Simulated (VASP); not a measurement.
# Au (Fd-3m) in VASP: a series of runs

The runs below take Au through single point, with LDA.

Program: VASP 6.6.1. These are calculated values, not measurements. Logs are shortened: lines on timing, memory, paths and dates and some standing lists are left out, and cuts for length are marked.

**1. The cell of the first run**

The structure is cubic, space group Fd-3m (No. 227). The conventional cell has a = 5.927 Å, b = 5.927 Å, c = 5.927 Å, α = 90.00°, β = 90.00°, γ = 90.00°. Au (site symmetry -43m) has 4 Au at 2.57 Å within 3.4 Å.

**2. Single point, LDA, non-collinear spin, zero start, spin-orbit coupling**

Input file INCAR:

```
SYSTEM = Au
PREC = Accurate ; ENCUT = 520
EDIFF = 1E-7 ; ISMEAR = -1
SIGMA = 0.05 ; LREAL = .FALSE.
LASPH = .TRUE. ; NELM = 150
ALGO = Normal ; ISIF = 2
LWAVE = .FALSE. ; LCHARG = .TRUE.
LNONCOLLINEAR = .TRUE. ; MAGMOM = 0 0 0 0 0 0
LORBIT = 11 ; LSORBIT = .TRUE.
GGA_COMPAT = .FALSE. ; LORBMOM = .TRUE.
LMAXMIX = 4 ; GGA = CA
LVHAR = .TRUE. ; NBANDS = 34
```

Input file KPOINTS:

```
Automatic mesh
0
G
  13 13 13
  0 0 0
```

Input file POSCAR:

```
Au
1.0
    0.0000000000      2.9635059557      2.9635059557
    2.9635059557      0.0000000000      2.9635059557
    2.9635059557      2.9635059557      0.0000000000
Au
2
Direct
   -0.1250000000     -0.1250000000     -0.1250000000
    0.1250000000      0.1250000000      0.1250000000
```

Potentials or basis: VASP PAW LDA potentials, release 64 (Au).

Run with:

```sh
cat potpaw_LDA.64/Au/POTCAR > POTCAR
mpirun -np 1 vasp_ncl > vasp.out
```

OUTCAR:

```text
SYSTEM = Au
   PREC = Accurate
   ENCUT = 520
   EDIFF = 1E-7
   ISMEAR = -1
   LREAL = .FALSE.
   LASPH = .TRUE.
   NELM = 150
   ISIF = 2
   LNONCOLLINEAR = .TRUE.
   LORBIT = 11
   LSORBIT = .TRUE.
   GGA = CA

 ion  position               nearest neighbor table
   1  0.875  0.875  0.875-   2 2.57   2 2.57   2 2.57   2 2.57
   2  0.125  0.125  0.125-   1 2.57   1 2.57   1 2.57   1 2.57

  LATTYP: Found a face centered cubic cell.
 ALAT       =     5.9270119114

  Lattice vectors:

 A1 = (   0.0000000000,   2.9635059557,   2.9635059557)
 A2 = (   2.9635059557,   0.0000000000,   2.9635059557)
 A3 = (   2.9635059557,   2.9635059557,   0.0000000000)

Analysis of symmetry for initial positions (statically):
=====================================================================
 Subroutine PRICEL returns:
 Original cell was already a primitive cell.

 Routine SETGRP: Setting up the symmetry group for a
 face centered cubic supercell.

 Subroutine GETGRP returns: Found 48 space group operations
 (whereof 12 operations were pure point group operations)
 out of a pool of 48 trial point group operations.

The static configuration has the point symmetry D_3d.
 The point group associated with its full space group is O_h .

Analysis of symmetry for dynamics (positions and initial velocities):
=====================================================================
 Subroutine PRICEL returns:
 Original cell was already a primitive cell.

 Routine SETGRP: Setting up the symmetry group for a
 face centered cubic supercell.

 Subroutine GETGRP returns: Found 48 space group operations
 (whereof 12 operations were pure point group operations)
 out of a pool of 48 trial point group operations.

The dynamic configuration has the point symmetry D_3d.
 The point group associated with its full space group is O_h .

Analysis of structural, dynamic, and magnetic symmetry:
=====================================================================
 Subroutine PRICEL returns:
 Original cell was already a primitive cell.

 Routine SETGRP: Setting up the symmetry group for a
 face centered cubic supercell.

 Subroutine GETGRP returns: Found 48 space group operations
 (whereof 12 operations were pure point group operations)
 out of a pool of 48 trial point group operations.

The overall configuration has the point symmetry D_3d.
 The point group associated with its full space group is O_h .

 Subroutine INISYM returns: Found 48 space group operations
 (whereof 12 operations are pure point group operations),
 and found     1 'primitive' translations

----------------------------------------------------------------------------------------

                                     Primitive cell

  volume of cell :      52.0532

  direct lattice vectors                    reciprocal lattice vectors
     0.000000000  2.963505956  2.963505956    -0.168719081  0.168719081  0.168719081
     2.963505956  0.000000000  2.963505956     0.168719081 -0.168719081  0.168719081
     2.963505956  2.963505956  0.000000000     0.168719081  0.168719081 -0.168719081

  length of vectors
     4.191030315  4.191030315  4.191030315     0.292230020  0.292230020  0.292230020

  position of ions in fractional coordinates (direct lattice)
     0.875000000  0.875000000  0.875000000
     0.125000000  0.125000000  0.125000000

  ion indices of the primitive-cell ions
   primitive index   ion index
                 1           1
                 2           2

----------------------------------------------------------------------------------------

 KPOINTS: Automatic mesh

Automatic generation of k-mesh.
 Grid dimensions read from file:
 generate k-points for:   13   13   13

 Generating k-lattice:

  Cartesian coordinates                     Fractional coordinates (reciprocal lattice)
    -0.012978391  0.012978391  0.012978391     0.076923077  0.000000000  0.000000000
     0.012978391 -0.012978391  0.012978391     0.000000000  0.076923077  0.000000000
     0.012978391  0.012978391 -0.012978391     0.000000000  0.000000000  0.076923077

  Length of vectors
     0.022479232  0.022479232  0.022479232

  Shift w.r.t. Gamma in fractional coordinates (k-lattice)
     0.000000000  0.000000000  0.000000000

 Subroutine IBZKPT returns following result:
 ===========================================

 Found     84 irreducible k-points:

 Following reciprocal coordinates:
            Coordinates               Weight
  0.000000  0.000000  0.000000      1.000000
  0.076923  0.000000  0.000000      8.000000
  0.153846  0.000000  0.000000      8.000000
  0.230769  0.000000  0.000000      8.000000
  0.307692  0.000000  0.000000      8.000000
  0.384615  0.000000  0.000000      8.000000
[... 39 lines left out ...]
   EDIFFG = 0.1E-05   stopping-criterion for IOM
   NSW    =      0    number of steps for IOM
   IBRION =     -1    ionic relax: 0-MD 1-quasi-New 2-CG
   NFREE  =      0    steps in history (QN), initial steepest desc. (CG)
   ISIF   =      2    stress and relaxation
   ISYM   =      2    0-nonsym 1-usesym 2-fastsym
   POTIM  = 0.5000    time-step for ionic-motion
   TEBEG  =    0.0;   TEEND  =   0.0 temperature during run
   PSTRESS=    0.0 pullay stress
   NELECT =      22.0000    total number of electrons
   NUPDOWN=      -1.0000    fix difference up-down
   EMIN   =  10.00;   EMAX   =-10.00  energy-range for DOS
   EFERMI =   0.00;   METHOD = LEGACY
   ISMEAR =    -1;   SIGMA  =   0.05  broadening in eV -4-tet -1-fermi 0-gaus
   EFERMI_NEDOS =   21; number of points for ismear=-14 and -15
   IALGO  =     38    algorithm
   IMIX   =      4    mixing-type and parameters
     AMIX     =   0.40;   BMIX     =  1.00
     AMIX_MAG =   1.60;   BMIX_MAG =  1.00
  volume/ion in A,a.u.               =      26.03       175.64
  Fermi-wavevector in a.u.,A,eV,Ry     =   1.228570  2.321661 20.536421  1.509384
  Thomas-Fermi vector in A             =   2.363490
   LORBIT       =     11    0 simple, 1 ext, 2 COOP (PROOUT), +10 PAW based schemes
   GGA     = CA    functional components
   LHFCALC =     F    Hartree Fock is set to
   AEXX    =    0.0000 exact exchange contribution
   IVDW    =     0    specifies the selected vdW correction
   LEPSILON=     F    determine dielectric tensor
   LRPA    =     F    only Hartree local field effects (RPA)
  energy-cutoff  :      520.00
  volume of cell :       52.05
 maximum number of plane-waves:      2838
   NGX = 15   NGY = 15   NGZ = 15

 number of electron      22.0000000 magnetization       0.0000000      0.0000000      0.0000000

 number of electron      21.9999999 magnetization       0.0000000     -0.0000000      0.0000000

 number of electron      21.9999999 magnetization      -0.0000000      0.0000000     -0.0000000

 Free energy of the ion-electron system (eV)
  ---------------------------------------------------
  ext. energy  EPLUGINS =         0.00000000
  ---------------------------------------------------
  free energy    TOTEN  =        -7.45966398 eV

  energy without entropy =       -7.45162406  energy(sigma->0) =       -7.45564402

 E-fermi :   3.6598     XC(G=0): -10.3026

 val. band max:        3.6584067033   @ k =   0.4615   0.0000   0.0000
 cond. band min:       3.6705338220   @ k =  -0.3077   0.4615   0.2308
 fundamental gap:      0.0121271187
 Fermi energy:         3.6598146826

 k-point     1 :       0.0000    0.0000    0.0000
  band No.  band energies     occupation
      1      -3.0650      1.00000
      2      -3.0650      1.00000
      3      -1.4025      1.00000
      4      -1.4025      1.00000
      5      -1.4025      1.00000
      6      -1.4025      1.00000
[... 877 lines left out ...]
     33      16.6449      0.00000
     34      16.6450      0.00000

 [... further k-points ...]
[... 5 lines left out ...]
  --------------------------------------------------------------------------------------
  -------------------------------------------------------------------------------------
  Total        0.1471715      0.1471715      0.1471715     -0.0000000      0.0000000      0.0000000
  in kB        4.5298821      4.5298821      4.5298821     -0.0000000      0.0000000      0.0000000
  external PRESSURE =       4.5298821 kB  Pullay stress =       0.0000000 kB

 VOLUME and BASIS-vectors are now :
 -----------------------------------------------------------------------------
  energy-cutoff  :      520.00
  volume of cell :       52.05
      direct lattice vectors                 reciprocal lattice vectors
     0.000000000  2.963505956  2.963505956    -0.168719081  0.168719081  0.168719081
     2.963505956  0.000000000  2.963505956     0.168719081 -0.168719081  0.168719081
     2.963505956  2.963505956  0.000000000     0.168719081  0.168719081 -0.168719081

 POSITION                                       TOTAL-FORCE (eV/Angst)
 -----------------------------------------------------------------------------------
      5.18614      5.18614      5.18614         0.000000     -0.000000      0.000000
      0.74088      0.74088      0.74088        -0.000000      0.000000     -0.000000
 -----------------------------------------------------------------------------------
    total drift:                                0.000000     -0.000000     -0.000000

  FREE ENERGIE OF THE ION-ELECTRON SYSTEM (eV)
  ---------------------------------------------------
  free  energy   TOTEN  =        -7.4596639842 eV

  energy  without entropy=       -7.4516240556  energy(sigma->0) =       -7.45564402

 orbital moment (x)

 # of ion     p       d       tot
 ----------------------------------------
  1        -0.000  -0.000  -0.000
  2        -0.000   0.000   0.000
 ----------------------------------------
           -0.000   0.000   0.000

 orbital moment (y)

 # of ion     p       d       tot
 ----------------------------------------
  1        -0.000  -0.000  -0.000
  2        -0.000  -0.000  -0.000
 ----------------------------------------
           -0.000  -0.000  -0.000

 orbital moment (z)

 # of ion     p       d       tot
 ----------------------------------------
  1         0.000   0.000   0.000
  2         0.000   0.000   0.000
 ----------------------------------------
            0.000   0.000   0.000

 Spin-Orbit-Coupling matrix elements

 Ion:    1  E_soc:     -0.5898698
 l=   1
     0.0000000    -0.0256115    -0.0256115
    -0.0256115     0.0000000    -0.0256115
    -0.0256115    -0.0256115     0.0000000
 l=   2
     0.0000000    -0.0149709     0.0000000    -0.0149709    -0.0577292
    -0.0149709     0.0000000    -0.0432969    -0.0149709    -0.0144323
     0.0000000    -0.0432969     0.0000000    -0.0432969     0.0000000
    -0.0149709    -0.0149709    -0.0432969     0.0000000    -0.0144323
    -0.0577292    -0.0144323     0.0000000    -0.0144323     0.0000000
 l=   3
     0.0000000     0.0000000     0.0000000     0.0000000     0.0000000     0.0000000     0.0000000
     0.0000000     0.0000000     0.0000000     0.0000000     0.0000000     0.0000000     0.0000000
     0.0000000     0.0000000     0.0000000     0.0000000     0.0000000     0.0000000     0.0000000
     0.0000000     0.0000000     0.0000000     0.0000000     0.0000000     0.0000000     0.0000000
     0.0000000     0.0000000     0.0000000     0.0000000     0.0000000     0.0000000     0.0000000
     0.0000000     0.0000000     0.0000000     0.0000000     0.0000000     0.0000000     0.0000000
     0.0000000     0.0000000     0.0000000     0.0000000     0.0000000     0.0000000     0.0000000

 Ion:    2  E_soc:     -0.5898698
 l=   1
     0.0000000    -0.0256115    -0.0256115
    -0.0256115     0.0000000    -0.0256115
    -0.0256115    -0.0256115     0.0000000
 l=   2
     0.0000000    -0.0149709     0.0000000    -0.0149709    -0.0577292
    -0.0149709     0.0000000    -0.0432969    -0.0149709    -0.0144323
     0.0000000    -0.0432969     0.0000000    -0.0432969     0.0000000
    -0.0149709    -0.0149709    -0.0432969     0.0000000    -0.0144323
    -0.0577292    -0.0144323     0.0000000    -0.0144323     0.0000000
 l=   3
     0.0000000     0.0000000     0.0000000     0.0000000     0.0000000     0.0000000     0.0000000
     0.0000000     0.0000000     0.0000000     0.0000000     0.0000000     0.0000000     0.0000000
     0.0000000     0.0000000     0.0000000     0.0000000     0.0000000     0.0000000     0.0000000
     0.0000000     0.0000000     0.0000000     0.0000000     0.0000000     0.0000000     0.0000000
     0.0000000     0.0000000     0.0000000     0.0000000     0.0000000     0.0000000     0.0000000
     0.0000000     0.0000000     0.0000000     0.0000000     0.0000000     0.0000000     0.0000000
     0.0000000     0.0000000     0.0000000     0.0000000     0.0000000     0.0000000     0.0000000

 total charge

# of ion       s       p       d       tot
------------------------------------------
    1        0.646   0.294   8.749   9.688
    2        0.646   0.294   8.749   9.688
--------------------------------------------------
tot          1.291   0.588  17.498  19.376

 magnetization (x)

# of ion       s       p       d       tot
------------------------------------------
    1        0.000   0.000   0.000   0.000
    2       -0.000   0.000  -0.000  -0.000
--------------------------------------------------
tot         -0.000   0.000  -0.000  -0.000

 magnetization (y)

# of ion       s       p       d       tot
------------------------------------------
    1        0.000   0.000   0.000   0.000
    2        0.000   0.000  -0.000  -0.000
--------------------------------------------------
tot          0.000   0.000   0.000   0.000

 magnetization (z)

# of ion       s       p       d       tot
------------------------------------------
    1        0.000  -0.000   0.000   0.000
    2        0.000  -0.000  -0.000  -0.000
--------------------------------------------------
tot          0.000  -0.000   0.000  -0.000
```

Run time: 6.9 min. Hardware: 1 thread of Intel Xeon 8259CL, shared host; peak memory 0.36 GiB.

What came out:

```
Free energy                                           : -7.4597 eV
Pressure                                              : 0.5 GPa
Net moment                                            : 0.00 μB per cell
Valence electrons inside the program's atomic spheres : Au 9.69
```

Moments on the atoms (μB; x, y, z):
```
Au  0.00 0.00 0.00
Au  0.00 0.00 0.00
```

**3. Single point, LDA, non-collinear spin, zero start, spin-orbit coupling**

Input file INCAR:

```
ALGO     = Normal         # electronic algorithm
EDIFF    = 1E-6           # SCF threshold, eV
ENCUT    = 520            # plane-wave cutoff, eV
GGA      = CA             # functional
GGA_COMPAT= False        
ISIF     = 2              # what is computed and relaxed
ISMEAR   = -1             # smearing method
LASPH    = True           # aspherical terms in the spheres
LCHARG   = False          # write CHGCAR
LMAXMIX  = 4              # l up to which the mixer works
LORBIT   = 11             # projections on sites
LORBMOM  = True         
LREAL    = False          # projectors in reciprocal space
LSORBIT  = True           # spin-orbit coupling
LWAVE    = False          # write WAVECAR
MAGMOM   = 0 0 0 0 0 0    # initial moments
NBANDS   = 34             # bands
NELM     = 150            # most SCF steps
PREC     = Accurate       # precision mode
SIGMA    = 0.05           # smearing width, eV
```

Input file KPOINTS:

```
k-points
0
Gamma
  13 13 13
```

POSCAR is that of step 2.

Potentials or basis: VASP PAW LDA potentials, release 64 (Au).

Run with:

```sh
cat potpaw_LDA.64/Au/POTCAR > POTCAR
mpirun -np 1 vasp_ncl > vasp.out
```

Run time: 80 s. Hardware: 1 thread of Intel Xeon Platinum 8481C at 2.70GHz (Sapphire Rapids), shared host; peak memory 0.36 GiB.

The run converged. Its results:

```
Free energy                                           : -7.4597 eV
Pressure                                              : 0.5 GPa
Net moment                                            : 0.00 μB per cell
Valence electrons inside the program's atomic spheres : Au 9.69
```

Moments on the atoms (μB; x, y, z):
```
Au  0.00 0.00 0.00
Au  0.00 0.00 0.00
```
